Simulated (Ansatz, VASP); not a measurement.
## TaN: VASP beside Ansatz

The input INCAR:

```
ALGO = Normal
EDIFF = 1E-8
ENCUT = 520
GGA = PE
ISIF = 2
ISMEAR = -1
LASPH = True
LCHARG = False
LEFG = True
LREAL = False
LWAVE = False
NBANDS = 24
NELM = 60
PREC = Accurate
SIGMA = 0.15
```

KPOINTS

```
k-points
0
Gamma
  18 18 8
```

The input POSCAR:

```
TaN
1.0
    3.1541941887      0.0000000000      0.0000000000
   -1.5770970944      2.7316122959      0.0000000000
    0.0000000000      0.0000000000      6.0997039650
Ta N
2 2
Direct
    0.3333333333      0.6666666667      0.0301068634
    0.6666666667      0.3333333333      0.5301068634
    0.3333333333      0.6666666667      0.3548931366
    0.6666666667      0.3333333333      0.8548931366
```

Input for Ansatz:

```yaml
crystal:
  lattice:
    - [3.1541941881, 0.0, 0.0]
    - [-1.577097094, 2.7316122954, 0.0]
    - [0.0, 0.0, 6.0997039709]
  atoms:
    - { symbol: Ta, position: [0.3333333333, 0.6666666667, 0.0301068636] }
    - { symbol: Ta, position: [0.6666666667, 0.3333333333, 0.5301068636] }
    - { symbol: "N", position: [0.3333333333, 0.6666666667, 0.3548931364] }
    - { symbol: "N", position: [0.6666666667, 0.3333333333, 0.8548931364] }
basis:
  ecutwfc: 420
kpoints:
  mp_grid: { grid: [18, 18, 8] }
hamiltonian:
  xc: pbe
scf:
  occupations: { method: fermi_dirac, width: 0.15 }
output:
  forces: true
  stress: true
  eigenvalues: true
  efg: {}
checkpoint:
  read: start.run
  write: ck
  compress: false
  write_wavefunctions: false
  write_every: 100000
```

Alike in both runs: task electric field gradients; functional PBE; k mesh 18 × 18 × 8; occupations fermi-dirac, width 0.15 eV; no spin polarisation.

```csv
,VASP,Ansatz
version,VASP 6.6.1,Ansatz 0.2.0
potentials or method,"VASP PAW PBE potentials, release 64 (Ta_pv, N), cutoff 520 eV","scalar-relativistic, plane waves, PAW"
valence electrons in the cell,32,36
```

|  | VASP | Ansatz | Ansatz less VASP |
| --- | --- | --- | --- |
| gap on the k mesh at the Fermi level (eV) | none | none | - |
| pressure (GPa) | 0.5 | 0.0 | -0.54 |
| traceless stress, the component that is largest in VASP (GPa) | 0.33 | 0.00 | -0.332 |
| rms of the force components (eV/Å) | 0.010 | 0.000 | -0.0104 |
| size of Vzz on the site where it differs most (V/Å²) | 24.1 | 22.4 | -1.74 |

Atom by atom the forces differ by 0.010 eV/Å (rms over components). A gap of «none» marks a metal or a gap that the smearing closes. The functional is the same, so the differences come from potentials, cutoffs and numerics. VASP's potentials hold 32 valence electrons a cell and Ansatz's 36, so a difference there can come from the potentials and not from the codes.

Spin-orbit coupling is off throughout.
